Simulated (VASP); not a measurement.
# Ga (Fm-3m) in VASP: single point with LDA

Aim: the single point of Ga with LDA.

Program: VASP 6.6.1. These are calculated values, not measurements. Logs are shortened: lines on timing, memory, paths and dates and some standing lists are left out, and cuts for length are marked.

### 1 The cell of the first run

The structure is cubic, space group Fm-3m (No. 225). Conventional cell: a = 4.094 Å, b = 4.094 Å, c = 4.094 Å, α = 90.00°, β = 90.00°, γ = 90.00°. Within 3.8 Å of Ga (site symmetry m-3m) lie 12 Ga at 2.89 Å.

### 2 Single point, LDA

Input file INCAR:

```
SYSTEM = Ga
  PREC = Accurate
  ENCUT = 520
  EDIFF = 1E-6
  ISMEAR = -1
  SIGMA = 0.13605693000000002
  LREAL = .False.
  LASPH = .True.
  NELM = 100
  ALGO = Normal
  ISIF = 2
  LWAVE = .False.
  LCHARG = .False.
  GGA = CA
  NBANDS = 12
```

Input file KPOINTS:

```
regular mesh
0
Gamma
  14 14 14
  0 0 0
```

Input file POSCAR:

```
Ga
1.0
    0.0000000000      2.0468124167      2.0468124167
    2.0468124167      0.0000000000      2.0468124167
    2.0468124167      2.0468124167      0.0000000000
Ga
1
Direct
    0.0000000000      0.0000000000      0.0000000000
```

Potentials or basis: VASP PAW LDA potentials, release 64 (Ga_d).

On the command line:

```
$ cat potpaw_LDA.64/Ga_d/POTCAR > POTCAR
$ mpirun -np 1 vasp_std > vasp.out
```

OUTCAR:

```text
SYSTEM = Ga
   PREC = Accurate
   ENCUT = 520
   EDIFF = 1E-6
   ISMEAR = -1
   LREAL = .False.
   LASPH = .True.
   NELM = 100
   ISIF = 2
   GGA = CA

 ion  position               nearest neighbor table
   1  0.000  0.000  0.000-

  LATTYP: Found a face centered cubic cell.
 ALAT       =     4.0936248334

  Lattice vectors:

 A1 = (   0.0000000000,   2.0468124167,   2.0468124167)
 A2 = (   2.0468124167,   0.0000000000,   2.0468124167)
 A3 = (   2.0468124167,   2.0468124167,   0.0000000000)

Analysis of symmetry for initial positions (statically):
=====================================================================
 Subroutine PRICEL returns:
 Original cell was already a primitive cell.

 Routine SETGRP: Setting up the symmetry group for a
 face centered cubic supercell.

 Subroutine GETGRP returns: Found 48 space group operations
 (whereof 48 operations were pure point group operations)
 out of a pool of 48 trial point group operations.

The static configuration has the point symmetry O_h .

Analysis of symmetry for dynamics (positions and initial velocities):
=====================================================================
 Subroutine PRICEL returns:
 Original cell was already a primitive cell.

 Routine SETGRP: Setting up the symmetry group for a
 face centered cubic supercell.

 Subroutine GETGRP returns: Found 48 space group operations
 (whereof 48 operations were pure point group operations)
 out of a pool of 48 trial point group operations.

The dynamic configuration has the point symmetry O_h .

 Subroutine INISYM returns: Found 48 space group operations
 (whereof 48 operations are pure point group operations),
 and found     1 'primitive' translations

----------------------------------------------------------------------------------------

                                     Primitive cell

  volume of cell :      17.1500

  direct lattice vectors                    reciprocal lattice vectors
     0.000000000  2.046812417  2.046812417    -0.244282278  0.244282278  0.244282278
     2.046812417  0.000000000  2.046812417     0.244282278 -0.244282278  0.244282278
     2.046812417  2.046812417  0.000000000     0.244282278  0.244282278 -0.244282278

  length of vectors
     2.894629879  2.894629879  2.894629879     0.423109317  0.423109317  0.423109317

  position of ions in fractional coordinates (direct lattice)
     0.000000000  0.000000000  0.000000000

  ion indices of the primitive-cell ions
   primitive index   ion index
                 1           1

----------------------------------------------------------------------------------------

 KPOINTS: regular mesh

Automatic generation of k-mesh.
 Grid dimensions read from file:
 generate k-points for:   14   14   14

 Generating k-lattice:

  Cartesian coordinates                     Fractional coordinates (reciprocal lattice)
    -0.017448734  0.017448734  0.017448734     0.071428571  0.000000000  0.000000000
     0.017448734 -0.017448734  0.017448734     0.000000000  0.071428571  0.000000000
     0.017448734  0.017448734 -0.017448734     0.000000000  0.000000000  0.071428571

  Length of vectors
     0.030222094  0.030222094  0.030222094

  Shift w.r.t. Gamma in fractional coordinates (k-lattice)
     0.000000000  0.000000000  0.000000000

 Subroutine IBZKPT returns following result:
 ===========================================

 Found    104 irreducible k-points:

 Following reciprocal coordinates:
            Coordinates               Weight
  0.000000  0.000000  0.000000      1.000000
  0.071429  0.000000  0.000000      8.000000
  0.142857  0.000000  0.000000      8.000000
  0.214286  0.000000  0.000000      8.000000
  0.285714  0.000000  0.000000      8.000000
  0.357143  0.000000  0.000000      8.000000
[... 16 lines left out ...]
  0.214286  0.142857  0.000000     24.000000
  0.285714  0.142857  0.000000     24.000000
 [... further k-points ...]
   k-points           NKPTS =    104   k-points in BZ     NKDIM =    104   number of bands    NBANDS=     12
   number of dos      NEDOS =    301   number of ions     NIONS =      1
   total plane-waves  NPLWV =  13824
   dimension x,y,z NGX =    24 NGY =   24 NGZ =   24
   dimension x,y,z NGXF=    48 NGYF=   48 NGZF=   48
   ions per type =               1
   NGX,Y,Z   is equivalent  to a cutoff of  13.78, 13.78, 13.78 a.u.
   NGXF,Y,Z  is equivalent  to a cutoff of  27.57, 27.57, 27.57 a.u.
 SYSTEM =  Ga
   PREC   = accura    normal or accurate (medium, high low for compatibility)
   ISTART =      0    job   : 0-new  1-cont  2-samecut
   ICHARG =      2    charge: 1-file 2-atom 10-const
   ISPIN  =      1    spin polarized calculation?
   LNONCOLLINEAR =      F non collinear calculations
   LSORBIT =      F    spin-orbit coupling
   LASPH  =      T    aspherical Exc in radial PAW
   ENCUT  =  520.0 eV  38.22 Ry    6.18 a.u.   5.38  5.38  5.38*2*pi/ulx,y,z
   NELM   =    100;   NELMIN=  2; NELMDL= -5     # of ELM steps
   EDIFF  = 0.1E-05   stopping-criterion for ELM
   LREAL  =      F    real-space projection
   EDIFFG = 0.1E-04   stopping-criterion for IOM
   NSW    =      0    number of steps for IOM
   IBRION =     -1    ionic relax: 0-MD 1-quasi-New 2-CG
   NFREE  =      0    steps in history (QN), initial steepest desc. (CG)
   ISIF   =      2    stress and relaxation
   ISYM   =      2    0-nonsym 1-usesym 2-fastsym
   POTIM  = 0.5000    time-step for ionic-motion
   TEBEG  =    0.0;   TEEND  =   0.0 temperature during run
   PSTRESS=    0.0 pullay stress
   NELECT =      13.0000    total number of electrons
   NUPDOWN=      -1.0000    fix difference up-down
   EMIN   =  10.00;   EMAX   =-10.00  energy-range for DOS
   EFERMI =   0.00;   METHOD = LEGACY
   ISMEAR =    -1;   SIGMA  =   0.14  broadening in eV -4-tet -1-fermi 0-gaus
   EFERMI_NEDOS =   21; number of points for ismear=-14 and -15
   IALGO  =     38    algorithm
   IMIX   =      4    mixing-type and parameters
     AMIX     =   0.40;   BMIX     =  1.00
     AMIX_MAG =   1.60;   BMIX_MAG =  1.00
  volume/ion in A,a.u.               =      17.15       115.73
  Fermi-wavevector in a.u.,A,eV,Ry     =   1.492684  2.820764 30.315220  2.228106
  Thomas-Fermi vector in A             =   2.605181
   LORBIT       =      0    0 simple, 1 ext, 2 COOP (PROOUT), +10 PAW based schemes
   GGA     = CA    functional components
   LHFCALC =     F    Hartree Fock is set to
   AEXX    =    0.0000 exact exchange contribution
   IVDW    =     0    specifies the selected vdW correction
   LEPSILON=     F    determine dielectric tensor
   LRPA    =     F    only Hartree local field effects (RPA)
 non-spin polarized calculation
  energy-cutoff  :      520.00
  volume of cell :       17.15
 maximum number of plane-waves:       483
 NGX is ok and might be reduce to    24
   NGX = 11   NGY = 11   NGZ = 11

 number of electron      13.0000002 magnetization

 Free energy of the ion-electron system (eV)
  ---------------------------------------------------
  ext. energy  EPLUGINS =         0.00000000
  ---------------------------------------------------
  free energy    TOTEN  =        -3.57145296 eV

  energy without entropy =       -3.54939252  energy(sigma->0) =       -3.56042274

 E-fermi :   6.3023     XC(G=0): -11.8239

 val. band max:        6.2546661034   @ k =   0.5000   0.2857   0.0000
 cond. band min:       6.4000016949   @ k =   0.4286   0.1429   0.0714
 fundamental gap:      0.1453355915
 Fermi energy:         6.3023218867

 k-point     1 :       0.0000    0.0000    0.0000
  band No.  band energies     occupation
      1      -8.8493      2.00000
      2      -8.8493      2.00000
      3      -8.8493      2.00000
      4      -8.6957      2.00000
      5      -8.6957      2.00000
      6      -5.5733      2.00000
      7      19.3784      0.00000
      8      19.3784      0.00000
      9      19.3784      0.00000
     10      22.7444      0.00000
     11      23.2398      0.00000
     12      23.2398      0.00000

 k-point     2 :       0.0714    0.0000    0.0000
  band No.  band energies     occupation
      1      -8.8520      2.00000
      2      -8.8416      2.00000
      3      -8.8416      2.00000
      4      -8.6969      2.00000
      5      -8.6969      2.00000
      6      -5.4330      2.00000
      7      17.6325      0.00000
      8      19.0678      0.00000
      9      19.0678      0.00000
     10      21.8278      0.00000
     11      23.7509      0.00000
     12      23.7509      0.00000

 k-point     3 :       0.1429    0.0000    0.0000
  band No.  band energies     occupation
      1      -8.8618      2.00000
      2      -8.8241      2.00000
      3      -8.8241      2.00000
      4      -8.6962      2.00000
      5      -8.6962      2.00000
      6      -5.0085      2.00000
      7      14.6023      0.00000
      8      18.4450      0.00000
      9      18.4450      0.00000
     10      21.5043      0.00000
     11      24.8056      0.00000
     12      24.8056      0.00000

 k-point     4 :       0.2143    0.0000    0.0000
  band No.  band energies     occupation
      1      -8.8808      2.00000
      2      -8.8127      2.00000
      3      -8.8127      2.00000
      4      -8.6810      2.00000
      5      -8.6810      2.00000
      6      -4.2937      2.00000
      7      11.5542      0.00000
      8      17.8386      0.00000
      9      17.8386      0.00000
     10      21.3061      0.00000
     11      24.5453      0.00000
     12      24.5453      0.00000

 k-point     5 :       0.2857    0.0000    0.0000
  band No.  band energies     occupation
      1      -8.9069      2.00000
      2      -8.8172      2.00000
      3      -8.8172      2.00000
      4      -8.6464      2.00000
      5      -8.6464      2.00000
      6      -3.2860      2.00000
      7       8.6828      0.00000
      8      17.3607      0.00000
      9      17.3607      0.00000
     10      21.2110      0.00000
     11      23.3548      0.00000
     12      23.3548      0.00000
[... 228 lines left out ...]
      1      -8.8583      2.00000
      2      -8.8317      2.00000
      3      -8.8267      2.00000
      4      -8.7071      2.00000
      5      -8.6897      2.00000
      6      -5.1978      2.00000
      7      16.6103      0.00000
      8      16.8573      0.00000
      9      19.5458      0.00000
     10      21.8664      0.00000
     11      23.5448      0.00000
     12      25.0131      0.00000

 k-point    22 :       0.1429    0.1429    0.0000
  band No.  band energies     occupation
      1      -8.8891      2.00000
      2      -8.7940      2.00000
      3      -8.7940      2.00000
      4      -8.7402      2.00000
      5      -8.6729      2.00000
      6      -4.8206      2.00000
      7      16.3419      0.00000
      8      16.3419      0.00000
      9      17.4294      0.00000
     10      19.0212      0.00000
     11      22.2173      0.00000
     12      27.4957      0.00000

 k-point    23 :       0.2143    0.1429    0.0000
  band No.  band energies     occupation
      1      -8.9043      2.00000
      2      -8.7795      2.00000
      3      -8.7704      2.00000
      4      -8.7523      2.00000
      5      -8.6580      2.00000
      6      -4.2977      2.00000
      7      13.9102      0.00000
      8      15.5443      0.00000
      9      17.0240      0.00000
     10      19.1996      0.00000
     11      20.8122      0.00000
     12      27.6308      0.00000

 k-point    24 :       0.2857    0.1429    0.0000
  band No.  band energies     occupation
      1      -8.9143      2.00000
      2      -8.7987      2.00000
      3      -8.7620      2.00000
      4      -8.7300      2.00000
      5      -8.6294      2.00000
      6      -3.4839      2.00000
      7      10.9968      0.00000
      8      14.9919      0.00000
      9      16.2110      0.00000
     10      18.8149      0.00000
     11      21.6640      0.00000
     12      27.4472      0.00000

 [... further k-points ...]

------------------------ aborting loop because EDIFF is reached ----------------------------------------

  FORCE on cell =-STRESS in cart. coord.  units (eV):
  Direction    XX          YY          ZZ          XY          YZ          ZX
  --------------------------------------------------------------------------------------
  -------------------------------------------------------------------------------------
  Total       -0.0108783     -0.0108783     -0.0108783     -0.0000000     -0.0000000      0.0000000
  in kB       -1.0162664     -1.0162664     -1.0162664     -0.0000000     -0.0000000      0.0000000
  external PRESSURE =      -1.0162664 kB  Pullay stress =       0.0000000 kB

 VOLUME and BASIS-vectors are now :
 -----------------------------------------------------------------------------
  energy-cutoff  :      520.00
  volume of cell :       17.15
      direct lattice vectors                 reciprocal lattice vectors
     0.000000000  2.046812417  2.046812417    -0.244282278  0.244282278  0.244282278
     2.046812417  0.000000000  2.046812417     0.244282278 -0.244282278  0.244282278
     2.046812417  2.046812417  0.000000000     0.244282278  0.244282278 -0.244282278

 POSITION                                       TOTAL-FORCE (eV/Angst)
 -----------------------------------------------------------------------------------
      0.00000      0.00000      0.00000         0.000000      0.000000      0.000000
 -----------------------------------------------------------------------------------
    total drift:                               -0.000000      0.000000     -0.000000

  FREE ENERGIE OF THE ION-ELECTRON SYSTEM (eV)
  ---------------------------------------------------
  free  energy   TOTEN  =        -3.5714529601 eV

  energy  without entropy=       -3.5493925198  energy(sigma->0) =       -3.56042274
```

Wall time 7.7 s (1 thread of Intel Xeon Platinum 8488C (Sapphire Rapids), shared host); peak memory 0.14 GiB.

Results:

```yaml
Free_energy: -3.5715 eV
Pressure: -0.1 GPa
```
